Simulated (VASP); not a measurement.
CdSe (ldaat), 4 atoms in the cell. The structure is hexagonal, space group P6_3mc (No. 186). The conventional cell has a = 4.302 Å, b = 4.302 Å, c = 7.021 Å, α = 90.00°, β = 90.00°, γ = 120.00°. Within 3.3 Å of Cd (site symmetry 3m) lie 4 Se at 2.53 to 3.03 Å. Se (site symmetry 3m) has 4 Cd at 2.53 to 3.03 Å within 3.3 Å. 

| Item | Value |
| --- | --- |
| Program | VASP 6.6.1 |
| Task | single point |
| Functional | LDA |
| Potentials or basis | VASP PAW LDA potentials, release 64 (Cd, Se) |
| Cutoff | 520 eV |
| k mesh | 9 × 9 × 6 |
| Occupations | gaussian, width 0.01 eV |
| Spin | no spin polarisation |
| Dipole correction | no |
| Further INCAR settings | ALGO = Normal; EDIFF = 1e-07; NBANDS = 26 |

Potentials or basis: VASP PAW LDA potentials, release 64 (Cd, Se).

Launch:

```bash
$ cat potpaw_LDA.64/Cd/POTCAR potpaw_LDA.64/Se/POTCAR > POTCAR
$ mpirun -np 1 vasp_std > vasp.out
```

Hardware: 1 thread of AMD EPYC 9R45 96-Core Processor (Zen 5) (shared host).

Problem. How long does it take, and how much memory?

Solution. Run time: 78 s on 1 thread of AMD EPYC 9R45 96-Core Processor (Zen 5), on a shared host, peak memory 0.23 GiB. Counts: scf iterations 15, k points 48.
